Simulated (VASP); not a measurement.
# Au in VASP: single point with LDA

Aim: the single point of Au with LDA.

Everything below comes from runs of VASP 6.6.1. Logs are shortened: lines on timing, memory, paths and dates and some standing lists are left out, and cuts for length are marked.

**1. The cell of the first run**

The typed cell holds 1 atom: a = 2.812 Å, b = 2.812 Å, c = 3.247 Å, α = 54.73°, β = 54.73°, γ = 70.53°.

This isn't the form of Au at room conditions, which is fcc.

**2. Single point, LDA**

Input file INCAR:

```
  PREC = Accurate
  ENCUT = 520
  EDIFF = 1E-6
  ISMEAR = 0
  SIGMA = 0.15
  LREAL = False
  LASPH = True
  NELM = 100
  ALGO = Fast
  ISIF = 2
  LWAVE = False
  LCHARG = True
  LELF = True
  LVHAR = True
  NBANDS = 12
```

Input file KPOINTS:

```
Automatic mesh
0
Gamma
  22 22 22
```

Input file POSCAR:

```
Au
1.0
    0.0000000000      2.2961117053      1.6233509757
    2.2961117053      0.0000000000      1.6233509757
    2.2961117053      2.2961117053      0.0000000000
Au
1
Direct
    0.0000000000      0.0000000000      0.0000000000
```

Potentials or basis: VASP PAW LDA potentials, release 64 (Au).

The run is started by

```sh
> cat potpaw_LDA.64/Au/POTCAR > POTCAR
> mpirun -np 1 vasp_std > vasp.out
```

OUTCAR:

```text
PREC = Accurate
   ENCUT = 520
   EDIFF = 1E-6
   ISMEAR = 0
   LREAL = False
   LASPH = True
   NELM = 100
   ISIF = 2

 ion  position               nearest neighbor table
   1  0.000  0.000  0.000-

  LATTYP: Found a body centered tetragonal cell.
 ALAT       =     3.2471923144
 C/A-ratio  =     0.9998489886

  Lattice vectors:

 A1 = (   0.0000000000,  -2.2961117053,  -1.6233509757)
 A2 = (   0.0000000000,   2.2961117053,  -1.6233509757)
 A3 = (   2.2961117053,   0.0000000000,   1.6233509757)

Analysis of symmetry for initial positions (statically):
=====================================================================
 Subroutine PRICEL returns:
 Original cell was already a primitive cell.

 Routine SETGRP: Setting up the symmetry group for a
 body centered tetragonal supercell.

 Subroutine GETGRP returns: Found 16 space group operations
 (whereof 16 operations were pure point group operations)
 out of a pool of 16 trial point group operations.

The static configuration has the point symmetry D_4h.

Analysis of symmetry for dynamics (positions and initial velocities):
=====================================================================
 Subroutine PRICEL returns:
 Original cell was already a primitive cell.

 Routine SETGRP: Setting up the symmetry group for a
 body centered tetragonal supercell.

 Subroutine GETGRP returns: Found 16 space group operations
 (whereof 16 operations were pure point group operations)
 out of a pool of 16 trial point group operations.

The dynamic configuration has the point symmetry D_4h.

 Subroutine INISYM returns: Found 16 space group operations
 (whereof 16 operations are pure point group operations),
 and found     1 'primitive' translations

----------------------------------------------------------------------------------------

                                     Primitive cell

  volume of cell :      17.1170

  direct lattice vectors                    reciprocal lattice vectors
     0.000000000  2.296111705  1.623350976    -0.217759440  0.217759440  0.308004866
     2.296111705  0.000000000  1.623350976     0.217759440 -0.217759440  0.308004866
     2.296111705  2.296111705  0.000000000     0.217759440  0.217759440 -0.308004866

  length of vectors
     2.812009487  2.812009487  3.247192314     0.435551771  0.435551771  0.435551771

  position of ions in fractional coordinates (direct lattice)
     0.000000000  0.000000000  0.000000000

  ion indices of the primitive-cell ions
   primitive index   ion index
                 1           1

----------------------------------------------------------------------------------------

 KPOINTS: Automatic mesh

Automatic generation of k-mesh.
 Grid dimensions read from file:
 generate k-points for:   22   22   22

 Generating k-lattice:

  Cartesian coordinates                     Fractional coordinates (reciprocal lattice)
    -0.009898156  0.009898156  0.014000221     0.045454545  0.000000000  0.000000000
     0.009898156 -0.009898156  0.014000221     0.000000000  0.045454545  0.000000000
     0.009898156  0.009898156 -0.014000221     0.000000000  0.000000000  0.045454545

  Length of vectors
     0.019797808  0.019797808  0.019797808

  Shift w.r.t. Gamma in fractional coordinates (k-lattice)
     0.000000000  0.000000000  0.000000000

 Subroutine IBZKPT returns following result:
 ===========================================

 Found    834 irreducible k-points:

 Following reciprocal coordinates:
            Coordinates               Weight
  0.000000  0.000000  0.000000      1.000000
  0.045455  0.000000  0.000000      8.000000
  0.090909  0.000000  0.000000      8.000000
  0.136364  0.000000  0.000000      8.000000
  0.181818  0.000000  0.000000      8.000000
  0.227273 -0.000000  0.000000      8.000000
[... 16 lines left out ...]
  0.500000  0.045455  0.000000      8.000000
 -0.454545  0.045455  0.000000      8.000000
 [... further k-points ...]
   k-points           NKPTS =    834   k-points in BZ     NKDIM =    834   number of bands    NBANDS=     12
   number of dos      NEDOS =    301   number of ions     NIONS =      1
   total plane-waves  NPLWV =  13824
   dimension x,y,z NGX =    24 NGY =   24 NGZ =   24
   dimension x,y,z NGXF=    48 NGYF=   48 NGZF=   48
   ions per type =               1
   NGX,Y,Z   is equivalent  to a cutoff of  14.19, 14.19, 12.29 a.u.
   NGXF,Y,Z  is equivalent  to a cutoff of  28.38, 28.38, 24.57 a.u.
 SYSTEM =  unknown system
   PREC   = accura    normal or accurate (medium, high low for compatibility)
   ISTART =      0    job   : 0-new  1-cont  2-samecut
   ICHARG =      2    charge: 1-file 2-atom 10-const
   ISPIN  =      1    spin polarized calculation?
   LNONCOLLINEAR =      F non collinear calculations
   LSORBIT =      F    spin-orbit coupling
   LASPH  =      T    aspherical Exc in radial PAW
   ENCUT  =  520.0 eV  38.22 Ry    6.18 a.u.   5.23  5.23  6.04*2*pi/ulx,y,z
   NELM   =    100;   NELMIN=  2; NELMDL= -5     # of ELM steps
   EDIFF  = 0.1E-05   stopping-criterion for ELM
   LREAL  =      F    real-space projection
   EDIFFG = 0.1E-04   stopping-criterion for IOM
   NSW    =      0    number of steps for IOM
   IBRION =     -1    ionic relax: 0-MD 1-quasi-New 2-CG
   NFREE  =      0    steps in history (QN), initial steepest desc. (CG)
   ISIF   =      2    stress and relaxation
   ISYM   =      2    0-nonsym 1-usesym 2-fastsym
   POTIM  = 0.5000    time-step for ionic-motion
   TEBEG  =    0.0;   TEEND  =   0.0 temperature during run
   PSTRESS=    0.0 pullay stress
   NELECT =      11.0000    total number of electrons
   NUPDOWN=      -1.0000    fix difference up-down
   EMIN   =  10.00;   EMAX   =-10.00  energy-range for DOS
   EFERMI =   0.00;   METHOD = LEGACY
   ISMEAR =     0;   SIGMA  =   0.15  broadening in eV -4-tet -1-fermi 0-gaus
   EFERMI_NEDOS =   21; number of points for ismear=-14 and -15
   IALGO  =     68    algorithm
   IMIX   =      4    mixing-type and parameters
     AMIX     =   0.40;   BMIX     =  1.00
     AMIX_MAG =   1.60;   BMIX_MAG =  1.00
  volume/ion in A,a.u.               =      17.12       115.51
  Fermi-wavevector in a.u.,A,eV,Ry     =   1.412742  2.669696 27.155058  1.995840
  Thomas-Fermi vector in A             =   2.534459
   LORBIT       =      0    0 simple, 1 ext, 2 COOP (PROOUT), +10 PAW based schemes
   GGA     = CA    functional components
   LHFCALC =     F    Hartree Fock is set to
   AEXX    =    0.0000 exact exchange contribution
   IVDW    =     0    specifies the selected vdW correction
   LEPSILON=     F    determine dielectric tensor
   LRPA    =     F    only Hartree local field effects (RPA)
 non-spin polarized calculation
 RMM-DIIS sequential band-by-band and
 Gauss-broadening in eV      SIGMA  =   0.15
  energy-cutoff  :      520.00
  volume of cell :       17.12
 maximum number of plane-waves:       474
 NGX is ok and might be reduce to    24
   NGX = 11   NGY = 11   NGZ = 13

 number of electron      11.0000001 magnetization

 Free energy of the ion-electron system (eV)
  ---------------------------------------------------
  ext. energy  EPLUGINS =         0.00000000
  ---------------------------------------------------
  free energy    TOTEN  =        -4.41941915 eV

  energy without entropy =       -4.41716247  energy(sigma->0) =       -4.41829081

 E-fermi :   9.2072     XC(G=0): -12.9605

 val. band max:        9.1544486388   @ k =   0.4091   0.1818   0.0000
 cond. band min:       9.2386180750   @ k =   0.5000   0.0000   0.4091
 fundamental gap:      0.0841694362
 Fermi energy:         9.2071954514

 k-point     1 :       0.0000    0.0000    0.0000
  band No.  band energies     occupation
      1      -0.6459      2.00000
      2       4.3405      2.00000
      3       4.3415      2.00000
      4       4.3415      2.00000
      5       6.2955      2.00000
      6       6.2967      2.00000
      7      25.6835      0.00000
      8      25.6835      0.00000
      9      25.6862      0.00000
     10      33.3494      0.00000
     11      33.3498      0.00000
     12      33.3547      0.00000

 k-point     2 :       0.0455    0.0000    0.0000
  band No.  band energies     occupation
      1      -0.5695      2.00000
      2       4.3163      2.00000
      3       4.3438      2.00000
      4       4.3954      2.00000
      5       6.2657      2.00000
      6       6.2976      2.00000
      7      25.6889      0.00000
      8      25.7091      0.00000
      9      25.7827      0.00000
     10      32.2336      0.00000
     11      32.3870      0.00000
     12      33.0779      0.00000

 k-point     3 :       0.0909    0.0000    0.0000
  band No.  band energies     occupation
      1      -0.3441      2.00000
      2       4.2448      2.00000
      3       4.3488      2.00000
      4       4.5564      2.00000
      5       6.1851      2.00000
      6       6.3031      2.00000
      7      25.6144      0.00000
      8      25.7362      0.00000
      9      26.0751      0.00000
     10      30.8994      0.00000
     11      31.0280      0.00000
     12      32.3172      0.00000

 k-point     4 :       0.1364    0.0000    0.0000
  band No.  band energies     occupation
      1       0.0174      2.00000
      2       4.1344      2.00000
      3       4.3537      2.00000
      4       4.8182      2.00000
      5       6.0848      2.00000
      6       6.3134      2.00000
      7      25.1582      0.00000
      8      25.6225      0.00000
      9      26.5446      0.00000
     10      29.6790      0.00000
     11      30.2422      0.00000
     12      31.1979      0.00000

 k-point     5 :       0.1818    0.0000    0.0000
  band No.  band energies     occupation
      1       0.4874      2.00000
      2       3.9960      2.00000
      3       4.3673      2.00000
      4       5.1707      2.00000
      5       6.0030      2.00000
      6       6.3297      2.00000
      7      23.9882      0.00000
      8      25.2061      0.00000
      9      27.1652      0.00000
     10      29.1719      0.00000
     11      29.8679      0.00000
     12      30.0703      0.00000
[... 228 lines left out ...]
      1       2.0454      2.00000
      2       3.3857      2.00000
      3       5.8425      2.00000
      4       6.2575      2.00000
      5       7.4532      2.00000
      6       7.4563      2.00000
      7      14.8423      0.00000
      8      22.0010      0.00000
      9      23.5629      0.00000
     10      30.6953      0.00000
     11      31.0724      0.00000
     12      32.1839      0.00000

 k-point    22 :       0.4545    0.0455    0.0000
  band No.  band energies     occupation
      1       2.0334      2.00000
      2       3.3278      2.00000
      3       6.0124      2.00000
      4       6.2488      2.00000
      5       7.7295      2.00000
      6       8.3809      2.00000
      7      13.4026      0.00000
      8      21.7228      0.00000
      9      23.0122      0.00000
     10      31.0043      0.00000
     11      31.4478      0.00000
     12      31.9247      0.00000

 k-point    23 :       0.5000    0.0455    0.0000
  band No.  band energies     occupation
      1       2.0253      2.00000
      2       3.3081      2.00000
      3       6.0846      2.00000
      4       6.2210      2.00000
      5       7.8278      2.00000
      6       8.8801      1.99796
      7      12.7447      0.00000
      8      21.6289      0.00000
      9      22.8212      0.00000
     10      31.1758      0.00000
     11      31.5785      0.00000
     12      31.7488      0.00000

 k-point    24 :      -0.4545    0.0455    0.0000
  band No.  band energies     occupation
      1       2.0334      2.00000
      2       3.3278      2.00000
      3       6.0131      2.00000
      4       6.2479      2.00000
      5       7.7295      2.00000
      6       8.3808      2.00000
      7      13.4029      0.00000
      8      21.7228      0.00000
      9      23.0121      0.00000
     10      31.0043      0.00000
     11      31.4477      0.00000
     12      31.9258      0.00000

 [... further k-points ...]

------------------------ aborting loop because EDIFF is reached ----------------------------------------

  FORCE on cell =-STRESS in cart. coord.  units (eV):
  Direction    XX          YY          ZZ          XY          YZ          ZX
  --------------------------------------------------------------------------------------
  -------------------------------------------------------------------------------------
  Total       -0.5160811     -0.5160811     -0.5160339      0.0000000     -0.0000000     -0.0000000
  in kB      -48.3058941    -48.3058941    -48.3014706      0.0000000     -0.0000000     -0.0000000
  external PRESSURE =     -48.3044196 kB  Pullay stress =       0.0000000 kB

 VOLUME and BASIS-vectors are now :
 -----------------------------------------------------------------------------
  energy-cutoff  :      520.00
  volume of cell :       17.12
      direct lattice vectors                 reciprocal lattice vectors
     0.000000000  2.296111705  1.623350976    -0.217759440  0.217759440  0.308004866
     2.296111705  0.000000000  1.623350976     0.217759440 -0.217759440  0.308004866
     2.296111705  2.296111705  0.000000000     0.217759440  0.217759440 -0.308004866

 POSITION                                       TOTAL-FORCE (eV/Angst)
 -----------------------------------------------------------------------------------
      0.00000      0.00000      0.00000         0.000000      0.000000      0.000000
 -----------------------------------------------------------------------------------
    total drift:                               -0.000000      0.000000      0.000000

  FREE ENERGIE OF THE ION-ELECTRON SYSTEM (eV)
  ---------------------------------------------------
  free  energy   TOTEN  =        -4.4194191451 eV

  energy  without entropy=       -4.4171624688  energy(sigma->0) =       -4.41829081
```

It took 46 s on 1 thread of Intel Xeon 6975P-C (Granite Rapids), shared host; peak memory 0.27 GiB.

Results:

```yaml
Free_energy: -4.4194 eV
Pressure: -4.8 GPa
Band_gap_on_the_k_mesh: zero (an odd number of electrons rules out a gap without spin polarisation)
```

Caveat: the cell stands under tension; spin-orbit coupling is left out, which moves the levels of the heavy elements.
